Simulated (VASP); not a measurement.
# CaSe (P1) in VASP: single point with PBE

Aim: the single point of CaSe with PBE.

Everything below comes from runs of VASP 6.6.1. Logs are shortened: lines on timing, memory, paths and dates and some standing lists are left out, and cuts for length are marked.

## 1. The cell of the first run

The typed cell holds 2 atoms: a = 4.180 Å, b = 4.180 Å, c = 4.180 Å, α = 60.00°, β = 60.00°, γ = 60.00°.

## 2. Single point, PBE

Input file INCAR:

```
SYSTEM = CaSe
  PREC = Accurate
  ENCUT = 520
  EDIFF = 1E-6
  ISMEAR = 0
  SIGMA = 0.05
  LREAL = .False.
  LASPH = .True.
  NELM = 60
  ALGO = Normal
  ISIF = 2
  LWAVE = .False.
  LCHARG = .True.
  GGA = PE
  LELF = .True.
  LVHAR = .True.
  NBANDS = 15
```

Input file KPOINTS:

```
Automatic mesh
0
Gamma
  8 8 8
  0 0 0
```

Input file POSCAR:

```
CaSe
1.0
    0.0000000000      2.9560000000      2.9560000000
    2.9560000000      0.0000000000      2.9560000000
    2.9560000000      2.9560000000      0.0000000000
Ca Se
1 1
Direct
    0.0000000000      0.0000000000      0.0000000000
    0.5349436318      0.4638879192      0.4956265849
```

Potentials or basis: VASP PAW PBE potentials, release 64 (Ca_sv, Se).

On the command line:

```bash
$ cat potpaw_PBE.64/Ca_sv/POTCAR potpaw_PBE.64/Se/POTCAR > POTCAR
$ mpirun -np 1 vasp_std > vasp.out
```

OUTCAR:

```text
SYSTEM = CaSe
   PREC = Accurate
   ENCUT = 520
   EDIFF = 1E-6
   ISMEAR = 0
   LREAL = .False.
   LASPH = .True.
   NELM = 60
   ISIF = 2
   GGA = PE

 ion  position               nearest neighbor table
   1  0.000  0.000  0.000-   2 2.84   2 2.87   2 2.96   2 2.96
   2  0.535  0.464  0.496-   1 2.84   1 2.87   1 2.96   1 2.96

  LATTYP: Found a face centered cubic cell.
 ALAT       =     5.9120000000

  Lattice vectors:

 A1 = (   0.0000000000,   2.9560000000,   2.9560000000)
 A2 = (   2.9560000000,   0.0000000000,   2.9560000000)
 A3 = (   2.9560000000,   2.9560000000,   0.0000000000)

Analysis of symmetry for initial positions (statically):
=====================================================================
 Subroutine PRICEL returns:
 Original cell was already a primitive cell.

 Routine SETGRP: Setting up the symmetry group for a
 face centered cubic supercell.

 Subroutine GETGRP returns: Found  1 space group operations
 (whereof  1 operations were pure point group operations)
 out of a pool of 48 trial point group operations.

The static configuration has the point symmetry C_1 .

Analysis of symmetry for dynamics (positions and initial velocities):
=====================================================================
 Subroutine PRICEL returns:
 Original cell was already a primitive cell.

 Routine SETGRP: Setting up the symmetry group for a
 face centered cubic supercell.

 Subroutine GETGRP returns: Found  1 space group operations
 (whereof  1 operations were pure point group operations)
 out of a pool of 48 trial point group operations.

The dynamic configuration has the point symmetry C_1 .

 Subroutine INISYM returns: Found  1 space group operations
 (whereof  1 operations are pure point group operations),
 and found     1 'primitive' translations

----------------------------------------------------------------------------------------

                                     Primitive cell

  volume of cell :      51.6587

  direct lattice vectors                    reciprocal lattice vectors
     0.000000000  2.956000000  2.956000000    -0.169147497  0.169147497  0.169147497
     2.956000000  0.000000000  2.956000000     0.169147497 -0.169147497  0.169147497
     2.956000000  2.956000000  0.000000000     0.169147497  0.169147497 -0.169147497

  length of vectors
     4.180415290  4.180415290  4.180415290     0.292972058  0.292972058  0.292972058

  position of ions in fractional coordinates (direct lattice)
     0.000000000  0.000000000  0.000000000
     0.534943632  0.463887919  0.495626585

  ion indices of the primitive-cell ions
   primitive index   ion index
                 1           1
                 2           2

----------------------------------------------------------------------------------------

 KPOINTS: Automatic mesh

Automatic generation of k-mesh.
 Grid dimensions read from file:
 generate k-points for:    8    8    8

 Generating k-lattice:

  Cartesian coordinates                     Fractional coordinates (reciprocal lattice)
    -0.021143437  0.021143437  0.021143437     0.125000000  0.000000000  0.000000000
     0.021143437 -0.021143437  0.021143437     0.000000000  0.125000000  0.000000000
     0.021143437  0.021143437 -0.021143437     0.000000000  0.000000000  0.125000000

  Length of vectors
     0.036621507  0.036621507  0.036621507

  Shift w.r.t. Gamma in fractional coordinates (k-lattice)
     0.000000000  0.000000000  0.000000000

 Subroutine IBZKPT returns following result:
 ===========================================

 Found    260 irreducible k-points:

 Following reciprocal coordinates:
            Coordinates               Weight
  0.000000  0.000000  0.000000      1.000000
  0.125000  0.000000  0.000000      2.000000
  0.000000  0.125000  0.000000      2.000000
  0.000000  0.000000  0.125000      2.000000
  0.125000  0.125000  0.125000      2.000000
  0.250000  0.000000  0.000000      2.000000
[... 16 lines left out ...]
  0.125000  0.000000  0.250000      2.000000
  0.125000  0.125000 -0.125000      2.000000
 [... further k-points ...]
   k-points           NKPTS =    260   k-points in BZ     NKDIM =    260   number of bands    NBANDS=     15
   number of dos      NEDOS =    301   number of ions     NIONS =      2
   total plane-waves  NPLWV =  32768
   dimension x,y,z NGX =    32 NGY =   32 NGZ =   32
   dimension x,y,z NGXF=    64 NGYF=   64 NGZF=   64
   ions per type =               1   1
   NGX,Y,Z   is equivalent  to a cutoff of  12.73, 12.73, 12.73 a.u.
   NGXF,Y,Z  is equivalent  to a cutoff of  25.45, 25.45, 25.45 a.u.
 SYSTEM =  CaSe
   PREC   = accura    normal or accurate (medium, high low for compatibility)
   ISTART =      0    job   : 0-new  1-cont  2-samecut
   ICHARG =      2    charge: 1-file 2-atom 10-const
   ISPIN  =      1    spin polarized calculation?
   LNONCOLLINEAR =      F non collinear calculations
   LSORBIT =      F    spin-orbit coupling
   LASPH  =      T    aspherical Exc in radial PAW
   ENCUT  =  520.0 eV  38.22 Ry    6.18 a.u.   7.77  7.77  7.77*2*pi/ulx,y,z
   NELM   =     60;   NELMIN=  2; NELMDL= -5     # of ELM steps
   EDIFF  = 0.1E-05   stopping-criterion for ELM
   LREAL  =      F    real-space projection
   EDIFFG = 0.1E-04   stopping-criterion for IOM
   NSW    =      0    number of steps for IOM
   IBRION =     -1    ionic relax: 0-MD 1-quasi-New 2-CG
   NFREE  =      0    steps in history (QN), initial steepest desc. (CG)
   ISIF   =      2    stress and relaxation
   ISYM   =      2    0-nonsym 1-usesym 2-fastsym
   POTIM  = 0.5000    time-step for ionic-motion
   TEBEG  =    0.0;   TEEND  =   0.0 temperature during run
   PSTRESS=    0.0 pullay stress
   NELECT =      16.0000    total number of electrons
   NUPDOWN=      -1.0000    fix difference up-down
   EMIN   =  10.00;   EMAX   =-10.00  energy-range for DOS
   EFERMI =   0.00;   METHOD = LEGACY
   ISMEAR =     0;   SIGMA  =   0.05  broadening in eV -4-tet -1-fermi 0-gaus
   EFERMI_NEDOS =   21; number of points for ismear=-14 and -15
   IALGO  =     38    algorithm
   IMIX   =      4    mixing-type and parameters
     AMIX     =   0.40;   BMIX     =  1.00
     AMIX_MAG =   1.60;   BMIX_MAG =  1.00
  volume/ion in A,a.u.               =      25.83       174.30
  Fermi-wavevector in a.u.,A,eV,Ry     =   1.107645  2.093145 16.692666  1.226876
  Thomas-Fermi vector in A             =   2.244161
   LORBIT       =      0    0 simple, 1 ext, 2 COOP (PROOUT), +10 PAW based schemes
   GGA     = PE    functional components
   LHFCALC =     F    Hartree Fock is set to
   AEXX    =    0.0000 exact exchange contribution
   IVDW    =     0    specifies the selected vdW correction
   LEPSILON=     F    determine dielectric tensor
   LRPA    =     F    only Hartree local field effects (RPA)
 non-spin polarized calculation
 Gauss-broadening in eV      SIGMA  =   0.05
  energy-cutoff  :      520.00
  volume of cell :       51.66
 maximum number of plane-waves:      1411
   NGX = 15   NGY = 15   NGZ = 15

 number of electron      16.0000000 magnetization

 Free energy of the ion-electron system (eV)
  ---------------------------------------------------
  ext. energy  EPLUGINS =         0.00000000
  ---------------------------------------------------
  free energy    TOTEN  =        -9.44409818 eV

  energy without entropy =       -9.44409818  energy(sigma->0) =       -9.44409818

 E-fermi :   2.7567     XC(G=0):  -9.1574

 val. band max:        2.4184005993   @ k =   0.0000   0.0000   0.0000
 cond. band min:       4.5089138544   @ k =   0.0000   0.5000   0.5000
 fundamental gap:      2.0905132551
 Fermi energy:         2.7566886954

 k-point     1 :       0.0000    0.0000    0.0000
  band No.  band energies     occupation
      1     -37.2712      2.00000
      2     -18.2711      2.00000
      3     -18.2681      2.00000
      4     -18.2669      2.00000
      5      -9.3501      2.00000
      6       2.4042      2.00000
      7       2.4137      2.00000
      8       2.4184      2.00000
      9       5.7993      0.00000
     10       6.1619      0.00000
     11       6.2225      0.00000
     12       6.2425      0.00000
     13       6.7728      0.00000
     14       6.8261      0.00000
     15      12.1019      0.00000

 k-point     2 :       0.1250    0.0000    0.0000
  band No.  band energies     occupation
      1     -37.2702      2.00000
      2     -18.2872      2.00000
      3     -18.2696      2.00000
      4     -18.2689      2.00000
      5      -9.2573      2.00000
      6       1.6570      2.00000
      7       2.1752      2.00000
      8       2.1985      2.00000
      9       6.0732      0.00000
     10       6.3644      0.00000
     11       6.4001      0.00000
     12       6.7891      0.00000
     13       7.2176      0.00000
     14       7.2523      0.00000
     15      12.2781      0.00000

 k-point     3 :       0.0000    0.1250    0.0000
  band No.  band energies     occupation
      1     -37.2702      2.00000
      2     -18.2873      2.00000
      3     -18.2696      2.00000
      4     -18.2688      2.00000
      5      -9.2573      2.00000
      6       1.6581      2.00000
      7       2.1750      2.00000
      8       2.1964      2.00000
      9       6.0742      0.00000
     10       6.3655      0.00000
     11       6.3998      0.00000
     12       6.7951      0.00000
     13       7.2154      0.00000
     14       7.2481      0.00000
     15      12.2763      0.00000

 k-point     4 :       0.0000    0.0000    0.1250
  band No.  band energies     occupation
      1     -37.2702      2.00000
      2     -18.2860      2.00000
      3     -18.2716      2.00000
      4     -18.2685      2.00000
      5      -9.2570      2.00000
      6       1.6415      2.00000
      7       2.1876      2.00000
      8       2.2181      2.00000
      9       6.0595      0.00000
     10       6.3659      0.00000
     11       6.3821      0.00000
     12       6.7269      0.00000
     13       7.2093      0.00000
     14       7.3332      0.00000
     15      12.3050      0.00000
[... 307 lines left out ...]
 k-point    22 :       0.0000    0.2500    0.1250
  band No.  band energies     occupation
      1     -37.2679      2.00000
      2     -18.3162      2.00000
      3     -18.2773      2.00000
      4     -18.2749      2.00000
      5      -9.0586      2.00000
      6       0.6241      2.00000
      7       1.7721      2.00000
      8       1.8877      2.00000
      9       5.8051      0.00000
     10       6.8081      0.00000
     11       7.0648      0.00000
     12       7.5046      0.00000
     13       7.5639      0.00000
     14       9.2176      0.00000
     15      12.0779      0.00000

 k-point    23 :       0.1250    0.0000    0.2500
  band No.  band energies     occupation
      1     -37.2679      2.00000
      2     -18.3147      2.00000
      3     -18.2791      2.00000
      4     -18.2752      2.00000
      5      -9.0582      2.00000
      6       0.6217      2.00000
      7       1.7859      2.00000
      8       1.9003      2.00000
      9       5.7964      0.00000
     10       6.7727      0.00000
     11       7.0139      0.00000
     12       7.5085      0.00000
     13       7.6123      0.00000
     14       9.2043      0.00000
     15      12.1245      0.00000

 k-point    24 :       0.1250    0.1250   -0.1250
  band No.  band energies     occupation
      1     -37.2679      2.00000
      2     -18.3138      2.00000
      3     -18.2800      2.00000
      4     -18.2748      2.00000
      5      -9.0590      2.00000
      6       0.6207      2.00000
      7       1.7666      2.00000
      8       1.9168      2.00000
      9       5.7799      0.00000
     10       6.7970      0.00000
     11       7.0142      0.00000
     12       7.4987      0.00000
     13       7.6287      0.00000
     14       9.2057      0.00000
     15      12.1059      0.00000

 [... further k-points ...]
[... 5 lines left out ...]
  --------------------------------------------------------------------------------------
  -------------------------------------------------------------------------------------
  Total        0.7143889      0.5785000      0.4015193      0.0554393      0.0015373     -0.0020698
  in kB       22.1565436     17.9419933     12.4529920      1.7194309      0.0476798     -0.0641928
  external PRESSURE =      17.5171763 kB  Pullay stress =       0.0000000 kB

 VOLUME and BASIS-vectors are now :
 -----------------------------------------------------------------------------
  energy-cutoff  :      520.00
  volume of cell :       51.66
      direct lattice vectors                 reciprocal lattice vectors
     0.000000000  2.956000000  2.956000000    -0.169147497  0.169147497  0.169147497
     2.956000000  0.000000000  2.956000000     0.169147497 -0.169147497  0.169147497
     2.956000000  2.956000000  0.000000000     0.169147497  0.169147497 -0.169147497

 POSITION                                       TOTAL-FORCE (eV/Angst)
 -----------------------------------------------------------------------------------
      0.00000      0.00000      0.00000        -0.390454      0.286010     -0.010491
      2.83632      3.04637      2.95255         0.390454     -0.286010      0.010491
 -----------------------------------------------------------------------------------
    total drift:                                0.000005     -0.000053     -0.000000

  FREE ENERGIE OF THE ION-ELECTRON SYSTEM (eV)
  ---------------------------------------------------
  free  energy   TOTEN  =        -9.4440981804 eV

  energy  without entropy=       -9.4440981804  energy(sigma->0) =       -9.44409818
```

Run time: 4.3 min. Hardware: 1 thread of AMD EPYC 7R13, shared host; peak memory 0.31 GiB.

Results:

* Free energy: -9.4441 eV
* Pressure: 1.8 GPa
* Largest force: 0.484 eV/Å
* Band gap on the k mesh: 2.09 eV, indirect (least direct gap 2.99 eV)

Forces in eV/Å, atoms in the order of the input:
```
Ca  -0.390  0.286 -0.010
Se   0.390 -0.286  0.010
```

A k mesh can miss the band edges. A hybrid or GW would open this gap; PBE tends to underestimate it.
